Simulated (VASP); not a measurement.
# Na (I4_1/amd) in VASP: single point with PBEsol

Aim: the single point of Na with PBEsol.

Program: VASP 6.6.1. These are calculated values, not measurements. Logs are shortened: lines on timing, memory, paths and dates and some standing lists are left out, and cuts for length are marked.

**1. The cell of the first run**

It takes space group I4_1/amd (No. 141, tetragonal). The conventional cell has a = 4.066 Å, b = 4.066 Å, c = 14.815 Å, α = 90.00°, β = 90.00°, γ = 90.00°. Na (site symmetry -4m2) has 8 Na at 4.07 to 4.22 Å within 5.3 Å.

**2. Single point, PBEsol (K replaced by Na, lengths x 0.891, strained)**

INCAR

```
ALGO = Fast
EDIFF = 1E-6
ENCUT = 520
GGA = PS
ISIF = 2
ISMEAR = 0
LASPH = T
LCHARG = T
LELF = T
LREAL = F
LVHAR = T
LWAVE = F
NBANDS = 14
NELM = 80
PREC = Accurate
SIGMA = 0.1
```

KPOINTS

```
k-points
0
Gamma
  14 14 14
```

POSCAR

```
Na
1.0
   -2.0328475814      2.0328475814      7.4072533765
    2.0328475814     -2.0328475814      7.4072533765
    2.0328475814      2.0328475814     -7.4072533765
Na
2
Direct
    0.2500000000      0.7500000000      0.5000000000
    0.5000000000      0.5000000000      0.0000000000
```

Potentials or basis: VASP PAW PBE potentials, release 64 (Na_pv).

Launch:

```console
$ cat potpaw_PBE.64/Na_pv/POTCAR > POTCAR
$ mpirun -np 1 vasp_std > vasp.out
```

OUTCAR:

```text
EDIFF = 1E-6
   ENCUT = 520
   GGA = PS
   ISIF = 2
   ISMEAR = 0
   LASPH = T
   LREAL = F
   NELM = 80
   PREC = Accurate

 ion  position               nearest neighbor table
   1  0.250  0.750  0.500-
   2  0.500  0.500  0.000-

  LATTYP: Found a body centered tetragonal cell.
 ALAT       =     4.0656951628
 C/A-ratio  =     3.6437819757

  Lattice vectors:

 A1 = (  -2.0328475814,   2.0328475814,   7.4072533765)
 A2 = (   2.0328475814,  -2.0328475814,   7.4072533765)
 A3 = (   2.0328475814,   2.0328475814,  -7.4072533765)

Analysis of symmetry for initial positions (statically):
=====================================================================
 Subroutine PRICEL returns:
 Original cell was already a primitive cell.

 Routine SETGRP: Setting up the symmetry group for a
 body centered tetragonal supercell.

 Subroutine GETGRP returns: Found 16 space group operations
 (whereof  8 operations were pure point group operations)
 out of a pool of 16 trial point group operations.

The static configuration has the point symmetry D_2d.
 The point group associated with its full space group is D_4h.

Analysis of symmetry for dynamics (positions and initial velocities):
=====================================================================
 Subroutine PRICEL returns:
 Original cell was already a primitive cell.

 Routine SETGRP: Setting up the symmetry group for a
 body centered tetragonal supercell.

 Subroutine GETGRP returns: Found 16 space group operations
 (whereof  8 operations were pure point group operations)
 out of a pool of 16 trial point group operations.

The dynamic configuration has the point symmetry D_2d.
 The point group associated with its full space group is D_4h.

 Subroutine INISYM returns: Found 16 space group operations
 (whereof  8 operations are pure point group operations),
 and found     1 'primitive' translations

----------------------------------------------------------------------------------------

                                     Primitive cell

  volume of cell :     122.4410

  direct lattice vectors                    reciprocal lattice vectors
    -2.032847581  2.032847581  7.407253376     0.000000000  0.245960398  0.067501404
     2.032847581 -2.032847581  7.407253376     0.245960398  0.000000000  0.067501404
     2.032847581  2.032847581 -7.407253376     0.245960398  0.245960398  0.000000000

  length of vectors
     7.945586269  7.945586269  7.945586269     0.255054811  0.255054811  0.347840531

  position of ions in fractional coordinates (direct lattice)
     0.250000000  0.750000000  0.500000000
     0.500000000  0.500000000  0.000000000

  ion indices of the primitive-cell ions
   primitive index   ion index
                 1           1
                 2           2

----------------------------------------------------------------------------------------

 KPOINTS: k-points

Automatic generation of k-mesh.
 Grid dimensions read from file:
 generate k-points for:   14   14   14

 Generating k-lattice:

  Cartesian coordinates                     Fractional coordinates (reciprocal lattice)
     0.000000000  0.017568600  0.004821529     0.071428571  0.000000000  0.000000000
     0.017568600  0.000000000  0.004821529     0.000000000  0.071428571  0.000000000
     0.017568600  0.017568600  0.000000000     0.000000000  0.000000000  0.071428571

  Length of vectors
     0.018218201  0.018218201  0.024845752

  Shift w.r.t. Gamma in fractional coordinates (k-lattice)
     0.000000000  0.000000000  0.000000000

 Subroutine IBZKPT returns following result:
 ===========================================

 Found    244 irreducible k-points:

 Following reciprocal coordinates:
            Coordinates               Weight
  0.000000  0.000000  0.000000      1.000000
  0.071429  0.000000  0.000000      8.000000
  0.142857  0.000000  0.000000      8.000000
  0.214286 -0.000000  0.000000      8.000000
  0.285714  0.000000  0.000000      8.000000
  0.357143 -0.000000  0.000000      8.000000
[... 16 lines left out ...]
  0.214286  0.142857  0.000000     16.000000
  0.285714  0.142857  0.000000     16.000000
 [... further k-points ...]
   k-points           NKPTS =    244   k-points in BZ     NKDIM =    244   number of bands    NBANDS=     14
   number of dos      NEDOS =    301   number of ions     NIONS =      2
   total plane-waves  NPLWV = 216000
   dimension x,y,z NGX =    60 NGY =   60 NGZ =   60
   dimension x,y,z NGXF=   120 NGYF=  120 NGZF=  120
   ions per type =               2
   NGX,Y,Z   is equivalent  to a cutoff of  12.55, 12.55, 12.55 a.u.
   NGXF,Y,Z  is equivalent  to a cutoff of  25.11, 25.11, 25.11 a.u.
 SYSTEM =  unknown system
   PREC   = accura    normal or accurate (medium, high low for compatibility)
   ISTART =      0    job   : 0-new  1-cont  2-samecut
   ICHARG =      2    charge: 1-file 2-atom 10-const
   ISPIN  =      1    spin polarized calculation?
   LNONCOLLINEAR =      F non collinear calculations
   LSORBIT =      F    spin-orbit coupling
   LASPH  =      T    aspherical Exc in radial PAW
   ENCUT  =  520.0 eV  38.22 Ry    6.18 a.u.  14.77 14.77 14.77*2*pi/ulx,y,z
   NELM   =     80;   NELMIN=  2; NELMDL= -5     # of ELM steps
   EDIFF  = 0.1E-05   stopping-criterion for ELM
   LREAL  =      F    real-space projection
   EDIFFG = 0.1E-04   stopping-criterion for IOM
   NSW    =      0    number of steps for IOM
   IBRION =     -1    ionic relax: 0-MD 1-quasi-New 2-CG
   NFREE  =      0    steps in history (QN), initial steepest desc. (CG)
   ISIF   =      2    stress and relaxation
   ISYM   =      2    0-nonsym 1-usesym 2-fastsym
   POTIM  = 0.5000    time-step for ionic-motion
   TEBEG  =    0.0;   TEEND  =   0.0 temperature during run
   PSTRESS=    0.0 pullay stress
   NELECT =      14.0000    total number of electrons
   NUPDOWN=      -1.0000    fix difference up-down
   EMIN   =  10.00;   EMAX   =-10.00  energy-range for DOS
   EFERMI =   0.00;   METHOD = LEGACY
   ISMEAR =     0;   SIGMA  =   0.10  broadening in eV -4-tet -1-fermi 0-gaus
   EFERMI_NEDOS =   21; number of points for ismear=-14 and -15
   IALGO  =     68    algorithm
   IMIX   =      4    mixing-type and parameters
     AMIX     =   0.40;   BMIX     =  1.00
     AMIX_MAG =   1.60;   BMIX_MAG =  1.00
  volume/ion in A,a.u.               =      61.22       413.14
  Fermi-wavevector in a.u.,A,eV,Ry     =   0.794588  1.501553  8.590308  0.631370
  Thomas-Fermi vector in A             =   1.900749
   LORBIT       =      0    0 simple, 1 ext, 2 COOP (PROOUT), +10 PAW based schemes
   GGA     = PS    functional components
   LHFCALC =     F    Hartree Fock is set to
   AEXX    =    0.0000 exact exchange contribution
   IVDW    =     0    specifies the selected vdW correction
   LEPSILON=     F    determine dielectric tensor
   LRPA    =     F    only Hartree local field effects (RPA)
 non-spin polarized calculation
 RMM-DIIS sequential band-by-band and
 Gauss-broadening in eV      SIGMA  =   0.10
  energy-cutoff  :      520.00
  volume of cell :      122.44
 maximum number of plane-waves:      3340
   NGX = 29   NGY = 29   NGZ = 29

 number of electron      14.0000002 magnetization

 Free energy of the ion-electron system (eV)
  ---------------------------------------------------
  ext. energy  EPLUGINS =         0.00000000
  ---------------------------------------------------
  free energy    TOTEN  =        -2.36488814 eV

  energy without entropy =       -2.35771347  energy(sigma->0) =       -2.36130081

 E-fermi :  -0.7983     XC(G=0):  -5.3170

 val. band max:       -0.7997783336   @ k =  -0.1429   0.4286   0.0714
 cond. band min:      -0.7964031842   @ k =   0.5000   0.0000  -0.0000
 fundamental gap:      0.0033751494
 Fermi energy:        -0.7983456445

 k-point     1 :       0.0000    0.0000    0.0000
  band No.  band energies     occupation
      1     -26.1140      2.00000
      2     -26.1104      2.00000
      3     -26.1104      2.00000
      4     -26.1100      2.00000
      5     -26.1100      2.00000
      6     -26.1073      2.00000
      7      -3.1592      2.00000
      8      -0.4375      0.00000
      9      -0.3748      0.00000
     10       5.8993      0.00000
     11       5.9293      0.00000
     12       6.2871      0.00000
     13       6.2891      0.00000
     14       6.3133      0.00000

 k-point     2 :       0.0714    0.0000    0.0000
  band No.  band energies     occupation
      1     -26.1139      2.00000
      2     -26.1108      2.00000
      3     -26.1104      2.00000
      4     -26.1104      2.00000
      5     -26.1100      2.00000
      6     -26.1073      2.00000
      7      -3.1084      2.00000
      8      -0.5529      0.00052
      9      -0.1612      0.00000
     10       5.0306      0.00000
     11       5.1854      0.00000
     12       6.2556      0.00000
     13       6.3612      0.00000
     14       6.4356      0.00000

 k-point     3 :       0.1429    0.0000    0.0000
  band No.  band energies     occupation
      1     -26.1137      2.00000
      2     -26.1118      2.00000
      3     -26.1113      2.00000
      4     -26.1104      2.00000
      5     -26.1099      2.00000
      6     -26.1074      2.00000
      7      -2.9561      2.00000
      8      -0.5974      0.00448
      9       0.1773      0.00000
     10       3.8986      0.00000
     11       4.2541      0.00000
     12       6.3030      0.00000
     13       6.3761      0.00000
     14       6.6613      0.00000
[... 324 lines left out ...]
 k-point    23 :       0.2143    0.1429    0.0000
  band No.  band energies     occupation
      1     -26.1133      2.00000
      2     -26.1132      2.00000
      3     -26.1121      2.00000
      4     -26.1117      2.00000
      5     -26.1109      2.00000
      6     -26.1078      2.00000
      7      -2.4584      2.00000
      8      -0.6928      0.13571
      9       1.2244      0.00000
     10       2.8549      0.00000
     11       3.6595      0.00000
     12       4.2852      0.00000
     13       5.0855      0.00000
     14       6.4080      0.00000

 k-point    24 :       0.2857    0.1429    0.0000
  band No.  band energies     occupation
      1     -26.1147      2.00000
      2     -26.1144      2.00000
      3     -26.1120      2.00000
      4     -26.1116      2.00000
      5     -26.1107      2.00000
      6     -26.1080      2.00000
      7      -2.0924      2.00000
      8      -0.5278      0.00013
      9       1.6716      0.00000
     10       1.9650      0.00000
     11       2.9721      0.00000
     12       4.4007      0.00000
     13       5.4904      0.00000
     14       6.0970      0.00000

 [... further k-points ...]
[... 5 lines left out ...]
  --------------------------------------------------------------------------------------
  -------------------------------------------------------------------------------------
  Total       -1.0305312     -1.0305312     -1.1438703      0.0000000      0.0000000      0.0000000
  in kB      -13.4848122    -13.4848122    -14.9678891      0.0000000      0.0000000      0.0000000
  external PRESSURE =     -13.9791712 kB  Pullay stress =       0.0000000 kB

 VOLUME and BASIS-vectors are now :
 -----------------------------------------------------------------------------
  energy-cutoff  :      520.00
  volume of cell :      122.44
      direct lattice vectors                 reciprocal lattice vectors
    -2.032847581  2.032847581  7.407253376     0.000000000  0.245960398  0.067501404
     2.032847581 -2.032847581  7.407253376     0.245960398  0.000000000  0.067501404
     2.032847581  2.032847581 -7.407253376     0.245960398  0.245960398  0.000000000

 POSITION                                       TOTAL-FORCE (eV/Angst)
 -----------------------------------------------------------------------------------
      2.03285      0.00000      3.70363         0.000000     -0.000000      0.000000
      0.00000      0.00000      7.40725        -0.000000      0.000000     -0.000000
 -----------------------------------------------------------------------------------
    total drift:                               -0.000000     -0.000000      0.000000

  FREE ENERGIE OF THE ION-ELECTRON SYSTEM (eV)
  ---------------------------------------------------
  free  energy   TOTEN  =        -2.3648881418 eV

  energy  without entropy=       -2.3577134708  energy(sigma->0) =       -2.36130081
```

It took 13 min on 1 thread of Intel Xeon 6975P-C (Granite Rapids), shared host; peak memory 0.65 GiB.

Results:

| Item | Value |
| --- | --- |
| Free energy | -2.3649 eV |
| Pressure | -1.4 GPa |
| Band gap on the k mesh | zero (bands 7 and 8 overlap by 3.88 eV) |

Caveat: the cell differs from its parent crystal (K replaced by Na, lengths x 0.891, strained); the PAW data sets were made with another functional, which shifts forces and pressure a little.
